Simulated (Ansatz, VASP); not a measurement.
## One calculation of MgS, two programs

Contents of INCAR:

```
PREC     = Accurate       # precision mode
ENCUT    = 600            # plane-wave cutoff, eV
EDIFF    = 1E-6           # SCF threshold, eV
ISMEAR   = 0              # smearing method
SIGMA    = 0.1            # smearing width, eV
LREAL    = False          # projectors in reciprocal space
LASPH    = True           # aspherical terms in the spheres
NELM     = 120            # most SCF steps
ALGO     = Normal         # electronic algorithm
ISIF     = 2              # what is computed and relaxed
LWAVE    = False          # write WAVECAR
LCHARG   = False          # write CHGCAR
GGA      = PE             # functional
NBANDS   = 11             # bands
GGA_COMPAT= False
```

KPOINTS

```
regular mesh
0
Gamma
  8 8 8
```

File POSCAR:

```
MgS
1.0
    0.0000000000      2.8331200468      2.8331200468
    2.8331200468      0.0000000000      2.8331200468
    2.8331200468      2.8331200468      0.0000000000
Mg S
1 1
Direct
    0.2960000000      0.8860000000      0.8470000000
    1.0460000000      1.6360000000      1.5970000000
```

Input for Ansatz:

```yaml
crystal:
  lattice:
    - [0.0, 2.8331200468, 2.8331200468]
    - [2.8331200468, 0.0, 2.8331200468]
    - [2.8331200468, 2.8331200468, 0.0]
  atoms:
    - { symbol: Mg, position: [0.296, 0.886, 0.847] }
    - { symbol: S, position: [1.046, 1.636, 1.597] }
basis:
  ecutwfc: "46 Ry"
kpoints:
  mp_grid: { grid: [8, 8, 8] }
hamiltonian:
  xc: pbe
scf:
  occupations: { method: gaussian, width: 0.1 }
  convergence: { dr2_threshold: "1e-8 eV" }
output:
  forces: true
  stress: true
  eigenvalues: true
```

Alike in both runs: task single point; functional PBE; k mesh 8 × 8 × 8; occupations gaussian, width 0.1 eV; no spin polarisation.

|  | VASP | Ansatz |
| --- | --- | --- |
| version | VASP 6.6.1 | Ansatz 0.2.0 |
| potentials or method | VASP PAW PBE potentials, release 64 (Mg, S), cutoff 600 eV | scalar-relativistic, plane waves, PAW |
| valence electrons in the cell | 8 | 16 |

|  | VASP | Ansatz | Ansatz less VASP |
| --- | --- | --- | --- |
| gap on the k mesh at the Fermi level (eV) | 3.45 | 3.45 | +0.008 |
| least direct gap on the mesh (eV) | 3.45 | 3.45 | +0.008 |
| pressure (GPa) | 0.8 | 0.9 | +0.13 |

VASP's potentials hold 8 valence electrons a cell and Ansatz's 16, so a difference there can come from the potentials and not from the codes. Ansatz's warnings: stress scf threshold loose.
